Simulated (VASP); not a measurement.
# Lu (Im-3m) in VASP: further runs, part 2 of 2

VASP 6.6.1. The steps go on from the part before.

### Step 3. Single point, PBE

This run uses another cell than the first one, of 30.76 Å³/atom.

INCAR reads:

```
PREC     = Accurate       # precision mode
ENCUT    = 520            # plane-wave cutoff, eV
EDIFF    = 1E-7           # SCF threshold, eV
ISMEAR   = -1             # smearing method
SIGMA    = 0.06122561905347299 # smearing width, eV
LREAL    = F              # projectors in reciprocal space
LASPH    = T              # aspherical terms in the spheres
NELM     = 60             # most SCF steps
ALGO     = Normal         # electronic algorithm
ISIF     = 2              # what is computed and relaxed
LWAVE    = F              # write WAVECAR
LCHARG   = F              # write CHGCAR
GGA      = PE             # functional
NBANDS   = 18             # bands
```

KPOINTS reads:

```
Automatic mesh
0
Gamma
  20 20 20
```

POSCAR reads:

```
Lu
1.0
   -1.9738867154      1.9738867154      1.9738867154
    1.9738867154     -1.9738867154      1.9738867154
    1.9738867154      1.9738867154     -1.9738867154
Lu
1
Direct
    0.0000000000      0.0000000000      0.0000000000
```

Potentials or basis: VASP PAW PBE potentials, release 64 (Lu).

The run is started by

```
$ cat potpaw_PBE.64/Lu/POTCAR > POTCAR
$ mpirun -np 1 vasp_std > vasp.out
```

OUTCAR:

```text
PREC = Accurate
   ENCUT = 520
   EDIFF = 1E-7
   ISMEAR = -1
   LREAL = F
   LASPH = T
   NELM = 60
   ISIF = 2
   GGA = PE

 ion  position               nearest neighbor table
   1  0.000  0.000  0.000-

  LATTYP: Found a body centered cubic cell.
 ALAT       =     3.9477734308

  Lattice vectors:

 A1 = (  -1.9738867154,   1.9738867154,   1.9738867154)
 A2 = (   1.9738867154,  -1.9738867154,   1.9738867154)
 A3 = (   1.9738867154,   1.9738867154,  -1.9738867154)

Analysis of symmetry for initial positions (statically):
=====================================================================
 Subroutine PRICEL returns:
 Original cell was already a primitive cell.

 Routine SETGRP: Setting up the symmetry group for a
 body centered cubic supercell.

 Subroutine GETGRP returns: Found 48 space group operations
 (whereof 48 operations were pure point group operations)
 out of a pool of 48 trial point group operations.

The static configuration has the point symmetry O_h .

Analysis of symmetry for dynamics (positions and initial velocities):
=====================================================================
 Subroutine PRICEL returns:
 Original cell was already a primitive cell.

 Routine SETGRP: Setting up the symmetry group for a
 body centered cubic supercell.

 Subroutine GETGRP returns: Found 48 space group operations
 (whereof 48 operations were pure point group operations)
 out of a pool of 48 trial point group operations.

The dynamic configuration has the point symmetry O_h .

 Subroutine INISYM returns: Found 48 space group operations
 (whereof 48 operations are pure point group operations),
 and found     1 'primitive' translations

----------------------------------------------------------------------------------------

                                     Primitive cell

  volume of cell :      30.7629

  direct lattice vectors                    reciprocal lattice vectors
    -1.973886715  1.973886715  1.973886715     0.000000000  0.253307343  0.253307343
     1.973886715 -1.973886715  1.973886715     0.253307343  0.000000000  0.253307343
     1.973886715  1.973886715 -1.973886715     0.253307343  0.253307343  0.000000000

  length of vectors
     3.418872079  3.418872079  3.418872079     0.358230680  0.358230680  0.358230680

  position of ions in fractional coordinates (direct lattice)
     0.000000000  0.000000000  0.000000000

  ion indices of the primitive-cell ions
   primitive index   ion index
                 1           1

----------------------------------------------------------------------------------------

 KPOINTS: Automatic mesh

Automatic generation of k-mesh.
 Grid dimensions read from file:
 generate k-points for:   20   20   20

 Generating k-lattice:

  Cartesian coordinates                     Fractional coordinates (reciprocal lattice)
     0.000000000  0.012665367  0.012665367     0.050000000  0.000000000  0.000000000
     0.012665367  0.000000000  0.012665367     0.000000000  0.050000000  0.000000000
     0.012665367  0.012665367  0.000000000     0.000000000  0.000000000  0.050000000

  Length of vectors
     0.017911534  0.017911534  0.017911534

  Shift w.r.t. Gamma in fractional coordinates (k-lattice)
     0.000000000  0.000000000  0.000000000

 Subroutine IBZKPT returns following result:
 ===========================================

 Found    256 irreducible k-points:

 Following reciprocal coordinates:
            Coordinates               Weight
  0.000000  0.000000  0.000000      1.000000
  0.050000  0.000000  0.000000     12.000000
  0.100000  0.000000  0.000000     12.000000
  0.150000  0.000000  0.000000     12.000000
  0.200000  0.000000  0.000000     12.000000
  0.250000  0.000000  0.000000     12.000000
[... 16 lines left out ...]
  0.200000  0.100000  0.000000     48.000000
  0.250000  0.100000 -0.000000     48.000000
 [... further k-points ...]
   k-points           NKPTS =    256   k-points in BZ     NKDIM =    256   number of bands    NBANDS=     18
   number of dos      NEDOS =    301   number of ions     NIONS =      1
   total plane-waves  NPLWV =  21952
   dimension x,y,z NGX =    28 NGY =   28 NGZ =   28
   dimension x,y,z NGXF=    56 NGYF=   56 NGZF=   56
   ions per type =               1
   NGX,Y,Z   is equivalent  to a cutoff of  13.62, 13.62, 13.62 a.u.
   NGXF,Y,Z  is equivalent  to a cutoff of  27.23, 27.23, 27.23 a.u.
 SYSTEM =  unknown system
   PREC   = accura    normal or accurate (medium, high low for compatibility)
   ISTART =      0    job   : 0-new  1-cont  2-samecut
   ICHARG =      2    charge: 1-file 2-atom 10-const
   ISPIN  =      1    spin polarized calculation?
   LNONCOLLINEAR =      F non collinear calculations
   LSORBIT =      F    spin-orbit coupling
   LASPH  =      T    aspherical Exc in radial PAW
   ENCUT  =  520.0 eV  38.22 Ry    6.18 a.u.   6.36  6.36  6.36*2*pi/ulx,y,z
   NELM   =     60;   NELMIN=  2; NELMDL= -5     # of ELM steps
   EDIFF  = 0.1E-06   stopping-criterion for ELM
   LREAL  =      F    real-space projection
   EDIFFG = 0.1E-05   stopping-criterion for IOM
   NSW    =      0    number of steps for IOM
   IBRION =     -1    ionic relax: 0-MD 1-quasi-New 2-CG
   NFREE  =      0    steps in history (QN), initial steepest desc. (CG)
   ISIF   =      2    stress and relaxation
   ISYM   =      2    0-nonsym 1-usesym 2-fastsym
   POTIM  = 0.5000    time-step for ionic-motion
   TEBEG  =    0.0;   TEEND  =   0.0 temperature during run
   PSTRESS=    0.0 pullay stress
   NELECT =      25.0000    total number of electrons
   NUPDOWN=      -1.0000    fix difference up-down
   EMIN   =  10.00;   EMAX   =-10.00  energy-range for DOS
   EFERMI =   0.00;   METHOD = LEGACY
   ISMEAR =    -1;   SIGMA  =   0.06  broadening in eV -4-tet -1-fermi 0-gaus
   EFERMI_NEDOS =   21; number of points for ismear=-14 and -15
   IALGO  =     38    algorithm
   IMIX   =      4    mixing-type and parameters
     AMIX     =   0.40;   BMIX     =  1.00
     AMIX_MAG =   1.60;   BMIX_MAG =  1.00
  volume/ion in A,a.u.               =      30.76       207.60
  Fermi-wavevector in a.u.,A,eV,Ry     =   1.527728  2.886987 31.755343  2.333952
  Thomas-Fermi vector in A             =   2.635584
   LORBIT       =      0    0 simple, 1 ext, 2 COOP (PROOUT), +10 PAW based schemes
   GGA     = PE    functional components
   LHFCALC =     F    Hartree Fock is set to
   AEXX    =    0.0000 exact exchange contribution
   IVDW    =     0    specifies the selected vdW correction
   LEPSILON=     F    determine dielectric tensor
   LRPA    =     F    only Hartree local field effects (RPA)
 non-spin polarized calculation
  energy-cutoff  :      520.00
  volume of cell :       30.76
 maximum number of plane-waves:       856
 NGX is ok and might be reduce to    28
   NGX = 13   NGY = 13   NGZ = 13

 number of electron      25.0000011 magnetization

 Free energy of the ion-electron system (eV)
  ---------------------------------------------------
  ext. energy  EPLUGINS =         0.00000000
  ---------------------------------------------------
  free energy    TOTEN  =        -4.39004671 eV

  energy without entropy =       -4.36093149  energy(sigma->0) =       -4.37548910

 E-fermi :   2.1528     XC(G=0): -10.4163

 val. band max:        2.1505719291   @ k =  -0.3500  -0.4000   0.0500
 cond. band min:       2.1542535508   @ k =   0.2000   0.2000   0.1500
 fundamental gap:      0.0036816218
 Fermi energy:         2.1527765558

 k-point     1 :       0.0000    0.0000    0.0000
  band No.  band energies     occupation
      1     -54.3745      2.00000
      2     -24.8211      2.00000
      3     -24.8211      2.00000
      4     -24.8211      2.00000
      5      -3.8536      2.00000
      6      -3.1061      2.00000
[... 10 lines left out ...]
     17       6.3398      0.00000
     18      13.5448      0.00000

 k-point     2 :       0.0500    0.0000    0.0000
  band No.  band energies     occupation
      1     -54.3739      2.00000
      2     -24.8316      2.00000
      3     -24.8245      2.00000
      4     -24.8211      2.00000
      5      -3.7843      2.00000
      6      -3.1055      2.00000
[... 10 lines left out ...]
     17       6.3391      0.00000
     18      13.6142      0.00000
[... 442 lines left out ...]
 k-point    24 :       0.2500    0.1000   -0.0000
  band No.  band energies     occupation
      1     -54.3574      2.00000
      2     -25.0984      2.00000
      3     -24.9145      2.00000
      4     -24.8357      2.00000
      5      -3.0930      2.00000
      6      -3.0746      2.00000
[... 10 lines left out ...]
     17       6.7862      0.00000
     18      12.0203      0.00000

 [... further k-points ...]

------------------------ aborting loop because EDIFF is reached ----------------------------------------

  FORCE on cell =-STRESS in cart. coord.  units (eV):
  Direction    XX          YY          ZZ          XY          YZ          ZX
  --------------------------------------------------------------------------------------
  -------------------------------------------------------------------------------------
  Total       -0.2718714     -0.2718714     -0.2718714      0.0000000      0.0000000      0.0000000
  in kB      -14.1594847    -14.1594847    -14.1594847      0.0000000      0.0000000      0.0000000
  external PRESSURE =     -14.1594847 kB  Pullay stress =       0.0000000 kB

 VOLUME and BASIS-vectors are now :
 -----------------------------------------------------------------------------
  energy-cutoff  :      520.00
  volume of cell :       30.76
      direct lattice vectors                 reciprocal lattice vectors
    -1.973886715  1.973886715  1.973886715     0.000000000  0.253307343  0.253307343
     1.973886715 -1.973886715  1.973886715     0.253307343  0.000000000  0.253307343
     1.973886715  1.973886715 -1.973886715     0.253307343  0.253307343  0.000000000

 POSITION                                       TOTAL-FORCE (eV/Angst)
 -----------------------------------------------------------------------------------
      0.00000      0.00000      0.00000        -0.000000      0.000000     -0.000000
 -----------------------------------------------------------------------------------
    total drift:                               -0.000000     -0.000000     -0.000000

  FREE ENERGIE OF THE ION-ELECTRON SYSTEM (eV)
  ---------------------------------------------------
  free  energy   TOTEN  =        -4.3900467141 eV

  energy  without entropy=       -4.3609314887  energy(sigma->0) =       -4.37548910
```

It took 2.2 min on 1 thread of Intel Xeon Platinum 8259CL at 2.50GHz (Skylake/Cascade Lake), shared host; peak memory 0.28 GiB.

Results:

```
Free energy            : -4.3900 eV
Pressure               : -1.4 GPa
Band gap on the k mesh : zero (an odd number of electrons rules out a gap without spin polarisation)
```

Caveat: spin-orbit coupling is left out, which moves the levels of the heavy elements.

### Step 4. Single point, PBE

This run uses another cell than the first one, of 31.35 Å³/atom.

INCAR reads:

```
SYSTEM = Lu
  ALGO = Normal
  EDIFF = 1E-6
  ENCUT = 520
  GGA = PE
  ISIF = 2
  ISMEAR = -1
  LASPH = .True.
  LCHARG = .True.
  LELF = .True.
  LREAL = .False.
  LVHAR = .True.
  LWAVE = .False.
  NBANDS = 18
  NELM = 80
  PREC = Accurate
  SIGMA = 0.06122561905347299
```

KPOINTS reads:

```
k-points
0
Gamma
  20 20 20
  0 0 0
```

POSCAR reads:

```
Lu
1.0
   -1.9864595812      1.9864595812      1.9864595812
    1.9864595812     -1.9864595812      1.9864595812
    1.9864595812      1.9864595812     -1.9864595812
Lu
1
Direct
    0.0000000000      0.0000000000      0.0000000000
```

The run is started by

```
$ cat potpaw_PBE.64/Lu/POTCAR > POTCAR
$ mpirun -np 1 vasp_std > vasp.out
```

It took 1.9 min on 1 thread of Intel Xeon Platinum 8259CL at 2.50GHz (Skylake/Cascade Lake), shared host; peak memory 0.28 GiB.

Results (log left out):

- Free energy: -4.3837 eV
- Pressure: -2.0 GPa
- Band gap on the k mesh: zero (an odd number of electrons rules out a gap without spin polarisation)

Levels at points of the mesh, in eV from the Fermi level:
| k point | band 9 | band 10 | band 11 | band 12 | band 13 | band 14 | band 15 | band 16 |
| --- | --- | --- | --- | --- | --- | --- | --- | --- |
| (0.00, 0.00, 0.00) | -5.22 | -5.22 | -5.22 | -5.20 | 2.05 | 2.05 | 2.05 | 4.13 |
| (0.50, 0.00, 0.00) | -5.23 | -5.22 | -5.21 | -2.41 | 0.30 | 0.43 | 3.86 | 4.79 |
| (0.50, 0.50, 0.50) | -5.21 | -5.21 | -5.21 | -1.32 | -1.32 | 5.27 | 5.27 | 5.27 |

Caveat: spin-orbit coupling is left out, which moves the levels of the heavy elements.

### Step 5. Summary

```tsv
cell	gap on the mesh (eV)	pressure (GPa)
a = 3.397 Å, angles 109.5°, 1 atom	none	-0.6
a = 3.419 Å, angles 109.5°, 1 atom	none	-1.4
a = 3.441 Å, angles 109.5°, 1 atom	none	-2.0
```

Alike in all rows: task single point; level PBE; potentials or basis VASP PAW PBE potentials, release 64 (Lu); no spin polarisation; k mesh 20 × 20 × 20; cutoff (eV) 520; smearing fermi-dirac 0.0612256 eV.

Caveats: spin-orbit coupling is left out, which moves the levels of the heavy elements.

Absolute energies hang on the potentials; compare differences alone.
